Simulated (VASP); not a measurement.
Crystal: La.

```
La
1.0
    -2.10448    2.17934    2.12452
     2.13820   -2.12912    2.10803
     2.08475    2.10940   -2.07430
La
1
Direct
  0.98387 0.98284 0.98506
```

This cell differs from its parent crystal: the cell strained at random.

Base run:

- Program: VASP 6.6.1
- Functional: PBE
- Potentials or basis: VASP PAW PBE potentials, release 64 (La)
- Cutoff: 520 eV
- k mesh: 9 × 9 × 9
- Occupations: fermi-dirac, width 0.05 eV
- Spin: no spin polarisation

Its results: pressure -0.5 GPa.

Problem. The run is repeated on the same cell with these changes: functional from PBE to PBEsol. What comes out?

Solution. Pressure -2.5 GPa.

PBEsol binds more tightly than PBE, so the same cell stands under less pressure.

Caveats: the PAW data sets were made with another functional, which shifts forces and pressure a little (some runs).
